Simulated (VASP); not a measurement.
A run of VASP 6.6.1:

File POSCAR:

```
Ta2O5
1.0
    2.9236397086     -2.4877102245      0.0078131216
    2.9236397086      2.4877102245      0.0078131216
   -2.6583952165      0.0000000000      4.9226720239
Ta O
2 5
Direct
    0.2283136835      0.1530344410      0.2937755656
    0.8469655590      0.7716863165      0.7062244344
    0.6330858335      0.2167974832      0.6478207565
    0.2364297572      0.1138242488      0.9596519125
    0.2768258988      0.7231741012      0.5000000000
    0.8861757512      0.7635702428      0.0403480875
    0.7832025168      0.3669141665      0.3521792435
```

The input INCAR.step1:

```
ALGO = Normal
EDIFF = 1E-4
ENCUT = 520
GGA = PE
ISMEAR = 0
LASPH = True
LCHARG = False
LREAL = False
LWAVE = True
NBANDS = 35
NELM = 100
PREC = Accurate
SIGMA = 0.05
```

INCAR.step2

```
ALGO = Normal
EDIFF = 1E-6
ENCUT = 520
ISIF = 2
ISMEAR = 0
ISTART = 1
LASPH = True
LCHARG = False
LMIXTAU = True
LREAL = False
LWAVE = False
METAGGA = R2SCAN
NBANDS = 35
NELM = 100
PREC = Accurate
SIGMA = 0.05
```

KPOINTS

```
k-points
0
Gamma
  6 6 6
```

Potentials or basis: VASP PAW PBE potentials, release 64 (Ta_pv, O).

The run is started by

```console
$ cat potpaw_PBE.64/Ta_pv/POTCAR potpaw_PBE.64/O/POTCAR > POTCAR
$ cp INCAR.step1 INCAR
$ mpirun -np 1 vasp_std > vasp.out
$ cp INCAR.step2 INCAR
$ mpirun -np 1 vasp_std > vasp.out
```

Hardware: 1 thread of Intel(R) Xeon(R) 6975P-C (Granite Rapids), on a shared host.

Question: How long does it take, and how much memory?

Answer: Wall time 4.5 min on 1 thread of Intel(R) Xeon(R) 6975P-C (Granite Rapids) (shared host), peak memory 0.28 GiB. Counts: k points 68.
